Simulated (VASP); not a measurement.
A run of VASP 6.6.1 is set up as follows.

The input INCAR:

```
  PREC = Accurate
  ENCUT = 520
  EDIFF = 1E-6
  ISMEAR = -1
  SIGMA = 0.05
  LREAL = False
  LASPH = True
  NELM = 80
  ALGO = Normal
  ISIF = 2
  LWAVE = False
  LCHARG = True
  GGA = CA
  LELF = True
  LVHAR = True
  NBANDS = 15
```

Contents of KPOINTS:

```
Automatic mesh
0
Gamma
  11 11 6
```

POSCAR

```
Os
1.0
    2.6782863798      0.0000000000      0.0000000000
   -1.3391431899      2.3194640436      0.0000000000
    0.0000000000      0.0000000000      4.2315181138
Os
2
Direct
    0.6666666667      0.3333333333      0.7500000000
    0.3333333333      0.6666666667      0.2500000000
```

Potentials or basis: VASP PAW LDA potentials, release 64 (Os).

Command:

```bash
$ cat potpaw_LDA.64/Os/POTCAR > POTCAR
$ mpirun -np 1 vasp_std > vasp.out
```

(1) Estimate the band gap on the k mesh.

(2) Predict the pressure.

## Answers

(1) zero (bands 8 and 9 overlap by 4.29 eV).

(2) 22.2 GPa.

Caveat: the cell stands under pressure; spin-orbit coupling is left out, which moves the levels of the heavy elements.
